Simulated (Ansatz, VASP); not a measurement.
One calculation of TiCo3, two programs

INCAR

```
SYSTEM = TiCo3
ALGO     = Normal         ! electronic algorithm
EDIFF    = 1E-6           ! SCF threshold, eV
ENCUT    = 520            ! plane-wave cutoff, eV
GGA      = PS             ! functional
ISIF     = 2              ! what is computed and relaxed
ISMEAR   = -1             ! smearing method
LASPH    = .TRUE.         ! aspherical terms in the spheres
LCHARG   = .FALSE.        ! write CHGCAR
LREAL    = .FALSE.        ! projectors in reciprocal space
LWAVE    = .FALSE.        ! write WAVECAR
NBANDS   = 28             ! bands
NELM     = 80             ! most SCF steps
PREC     = Accurate       ! precision mode
SIGMA    = 0.05           ! smearing width, eV
```

File KPOINTS:

```
k-points
0
G
  10 10 10
  0 0 0
```

File POSCAR:

```
TiCo3
1.0
    3.3424208696      0.0000000000      0.0000000000
    0.0000000000      3.3424208696      0.0000000000
    0.0000000000      0.0000000000      3.3424208696
Ti Co
1 3
Direct
    0.0000000000      0.0000000000      0.0000000000
    0.0000000000      0.5000000000      0.5000000000
    0.5000000000      0.0000000000      0.5000000000
    0.5000000000      0.5000000000      0.0000000000
```

Input for Ansatz:

```yaml
crystal:
  lattice:
    - [3.3424208696, 0.0, 0.0]
    - [0.0, 3.3424208696, 0.0]
    - [0.0, 0.0, 3.3424208696]
  atoms:
    - { symbol: Ti, position: [0.0, 0.0, 0.0] }
    - { symbol: Co, position: [0.0, 0.5, 0.5] }
    - { symbol: Co, position: [0.5, 0.0, 0.5] }
    - { symbol: Co, position: [0.5, 0.5, 0.0] }
kpoints:
  mp_grid: { grid: [10, 10, 10] }
scf:
  occupations: { method: fermi_dirac, width: 0.05 }
  lower_state_search: "off"
hamiltonian:
  xc: pbesol
  pseudopotentials: { kind: paw }
output:
  forces: true
  stress: true
  eigenvalues: true
```

Change from the starting cell: volume scaled by 0.82, no spin polarisation, PAW files.

Alike in both runs: task single point; functional PBEsol; k mesh 10 × 10 × 10; occupations fermi-dirac, width 0.05 eV; no spin polarisation.

|  | VASP | Ansatz |
| --- | --- | --- |
| version | VASP 6.6.1 | Ansatz 0.2.0 |
| potentials or method | VASP PAW PBE potentials, release 64 (Ti_sv, Co) | PAW with Ansatz's default frozen-core files, scalar-relativistic |
| plane-wave cutoff (eV) | 520 | 420 |
| valence electrons in the cell | 39 | 63 |

Ansatz gave:

| Property | Result |
| --- | --- |
| pressure (GPa) | 55.2 |

Question: What did VASP give for the same quantities?

Answer: Pressure (GPa): 53.7.

VASP's potentials were made for PBE, not for PBEsol. Both programs put the cell under a high pressure, so it lies far from rest at this level. The functional is the same, so the differences come from potentials, cutoffs and numerics. VASP's potentials hold 39 valence electrons a cell and Ansatz's 63, so a difference there can come from the potentials and not from the codes.
